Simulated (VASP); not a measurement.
Here is a VASP 6.6.1 calculation.

File INCAR:

```
SYSTEM = Li2Pt
PREC = Accurate ; ENCUT = 520
EDIFF = 1E-6 ; ISMEAR = 0
SIGMA = 0.1 ; LREAL = .False.
LASPH = .True. ; NELM = 80
ALGO = Normal ; ISIF = 2
LWAVE = .False. ; LCHARG = .True.
LDIPOL = .True. ; IDIPOL = 3
DIPOL = 0.5 0.5 0.514 ; GGA = PE
LELF = .True. ; LVHAR = .True.
LVACPOTAV = .True. ; NBANDS = 15
```

The input KPOINTS:

```
Automatic mesh
0
Gamma
  6 6 1
  0 0 0
```

File POSCAR:

```
Li2Pt
1.0
    4.1859990000      0.0000000000      0.0000000000
   -2.0929990000      3.6251810000      0.0000000000
    0.0000000000      0.0000000000     16.0000000000
Li Pt
2 1
Direct
    0.3333333300      0.6666666700      0.5415781300
    0.6666666700      0.3333333300      0.5415781300
    0.0000000000      0.0000000000      0.4584218700
```

Potentials or basis: VASP PAW PBE potentials, release 64 (Li_sv, Pt).

Launch:

```sh
$ cat potpaw_PBE.64/Li_sv/POTCAR potpaw_PBE.64/Pt/POTCAR > POTCAR
$ mpirun -np 1 vasp_std > vasp.out
```

Q: Predict the largest force.

A: 2.335 eV/Å.

Q: Estimate the band gap on the k mesh.

A: 0.32 eV (least direct gap 0.90 eV).

Forces in eV/Å, atoms in the order of the input:
```
Li   0.000  0.000 -1.168
Li   0.000  0.000 -1.168
Pt   0.000  0.000  2.335
```

Caveat: spin-orbit coupling is left out, which moves the levels of the heavy elements.
